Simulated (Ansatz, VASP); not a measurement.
**Y: VASP beside Ansatz**

INCAR

```
PREC     = Accurate       # precision mode
ENCUT    = 520            # plane-wave cutoff, eV
EDIFF    = 1E-6           # SCF threshold, eV
ISMEAR   = -1             # smearing method
SIGMA    = 0.1            # smearing width, eV
LREAL    = False          # projectors in reciprocal space
LASPH    = True           # aspherical terms in the spheres
NELM     = 60             # most SCF steps
ALGO     = Normal         # electronic algorithm
ISIF     = 2              # what is computed and relaxed
LWAVE    = False          # write WAVECAR
LCHARG   = False          # write CHGCAR
GGA      = CA             # functional
NBANDS   = 18             # bands
```

File KPOINTS:

```
Automatic mesh
0
Gamma
  3 3 2
```

Contents of POSCAR:

```
Y
1.0
    3.5392700426      0.0000000000      0.0000000000
   -1.7696350213      3.0650977678      0.0000000000
    0.0000000000      0.0000000000      5.5248319794
Y
2
Direct
    0.3333333333      0.6666666667      0.2500000000
    0.6666666667      0.3333333333      0.7500000000
```

Input for Ansatz:

```yaml
crystal:
  lattice:
    - [3.5392700426, 0.0, 0.0]
    - [-1.7696350213, 3.0650977678, 0.0]
    - [0.0, 0.0, 5.5248319794]
  atoms:
    - { symbol: "Y", position: [0.3333333333, 0.6666666667, 0.25] }
    - { symbol: "Y", position: [0.6666666667, 0.3333333333, 0.75] }
hamiltonian:
  xc: lda
  pseudopotentials:
    kind: paw
    azcp:
      "Y": "pseudopotentials/Y.paw.azcp"
basis:
  ecutwfc: 420
  fft_grid_basis: typed
kpoints:
  mp_grid: { grid: [3, 3, 2], shift: [0, 0, 0] }
magnetization:
  spin_polarized: false
scf:
  occupations: { method: fermi_dirac, width: 0.1 }
  lower_state_search: "off"
output:
  stress: true
```

Alike in both runs: task single point; functional LDA; k mesh 3 × 3 × 2; occupations fermi-dirac, width 0.1 eV; no spin polarisation.

|  | VASP | Ansatz |
| --- | --- | --- |
| version | VASP 6.6.1 | Ansatz 0.2.0 |
| potentials or method | VASP PAW LDA potentials, release 64 (Y_sv), cutoff 520 eV | plane waves (420 eV) with PAW, scalar-relativistic |
| valence electrons in the cell | 22 | 22 |

|  | VASP | Ansatz | Ansatz less VASP |
| --- | --- | --- | --- |
| pressure (GPa) | -1.1 | -0.9 | +0.12 |
| traceless stress, the component that is largest in VASP (GPa) | 0.76 | 0.74 | -0.023 |

Ansatz warns that its potentials were made for another functional, while VASP's fit it. LDA's correlation is that of Perdew and Zunger in VASP and of Perdew and Wang (1992) in Ansatz.

The k mesh is coarse, so the values compare programs but aren't converged.
